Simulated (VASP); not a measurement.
Set up this calculation in VASP 6.6.1, as the native input.

- Task: single point
- Functional: PBE
- Potentials or basis: VASP PAW PBE potentials, release 64 (As)
- Cutoff: 520 eV
- k mesh: 10 × 10 × 10
- Occupations: gaussian, width 0.025 eV
- Spin: no spin polarisation
- Dipole correction: no
- Further INCAR settings: ALGO = Normal; EDIFF = 1e-06; NBANDS = 8

The structure of As lies in POSCAR:

```
As
1.0
    2.7036817444      0.0000000000      0.0000000000
    0.0000000000      2.7036817444      0.0000000000
    0.0000000000      0.0000000000      2.7036817444
As
1
Direct
    0.5000000000      0.5000000000      0.5000000000
```

These files were run (other wordings do the same):

INCAR

```
SYSTEM = As
ALGO     = Normal         ! electronic algorithm
EDIFF    = 1E-6           ! SCF threshold, eV
ENCUT    = 520            ! plane-wave cutoff, eV
GGA      = PE             ! functional
ISIF     = 2              ! what is computed and relaxed
ISMEAR   = 0              ! smearing method
LASPH    = .True.         ! aspherical terms in the spheres
LCHARG   = .True.         ! write CHGCAR
LELF     = .True.         ! ELF
LREAL    = .False.        ! projectors in reciprocal space
LVHAR    = .True.       
LWAVE    = .False.        ! write WAVECAR
NBANDS   = 8              ! bands
NELM     = 60             ! most SCF steps
PREC     = Accurate       ! precision mode
SIGMA    = 0.025          ! smearing width, eV
```

KPOINTS

```
k-points
0
Gamma
  10 10 10
  0 0 0
```

Potentials or basis: VASP PAW PBE potentials, release 64 (As).

The run is started by

```sh
$ cat potpaw_PBE.64/As/POTCAR > POTCAR
$ mpirun -np 1 vasp_std > vasp.out
```

Results of the run:

- Pressure: 2.5 GPa

Run time: 5.6 s on 1 thread of Intel(R) Xeon(R) Platinum 8488C (Sapphire Rapids) (shared host), peak memory 0.12 GiB.
